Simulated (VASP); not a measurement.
Input of a VASP 6.6.1 run:

INCAR

```
SYSTEM = Pd
ALGO     = Normal         ! electronic algorithm
EDIFF    = 1E-6           ! SCF threshold, eV
ENCUT    = 520            ! plane-wave cutoff, eV
GGA      = PE             ! functional
ISIF     = 2              ! what is computed and relaxed
ISMEAR   = -1             ! smearing method
LASPH    = .TRUE.         ! aspherical terms in the spheres
LCHARG   = .FALSE.        ! write CHGCAR
LREAL    = Auto         
LWAVE    = .FALSE.        ! write WAVECAR
NBANDS   = 99             ! bands
NELM     = 80             ! most SCF steps
PREC     = Accurate       ! precision mode
SIGMA    = 0.1            ! smearing width, eV
```

The input KPOINTS:

```
k-points
0
G
  3 3 1
  0 0 0
```

The input POSCAR:

```
Pd
1.0
    5.5012910000      0.0000000000      0.0000000000
    2.7506450000      4.7642580000      0.0000000000
    0.0000000000      0.0000000000     19.7376780000
Pd
17
Direct
    0.0000000000      0.0000000000      0.0506645000
    0.5000000000      0.0000000000      0.0506645000
    0.0000000000      0.5000000000      0.0506645000
    0.5000000000      0.5000000000      0.0506645000
    0.1658421468      0.1670775261      0.1670295915
    0.6668248225      0.1670676798      0.1670167297
    0.1665582447      0.6667198689      0.1668132543
    0.6668249298      0.6661044810      0.1670168431
   -0.1668918816      0.3334439972      0.2840146737
    0.3333882876      0.3328979453      0.2831925479
   -0.1673537648      0.8336749037      0.2831776270
    0.3333887810      0.8337102906      0.2831926102
   -0.0035515445      0.0066168544      0.3995383602
    0.4996581446      0.0001679374      0.4022309766
   -0.0035516642      0.4969290304      0.3995374266
    0.5060882085      0.4969531322      0.3996413511
    0.1652368214      0.6673712854      0.5024672940
```

Potentials or basis: VASP PAW PBE potentials, release 64 (Pd).

The run is started by

```sh
$ cat potpaw_PBE.64/Pd/POTCAR > POTCAR
$ mpirun -np 1 vasp_std > vasp.out
```

(1) Estimate the band gap on the k mesh.

(2) Estimate the largest force.

## Answers

(1) zero (band 85 reaches 2.50 eV, above the bottom of band 86 at 2.03 eV).

(2) 0.047 eV/Å.

Caveat: the k points lie up to 0.44 Å⁻¹ apart.
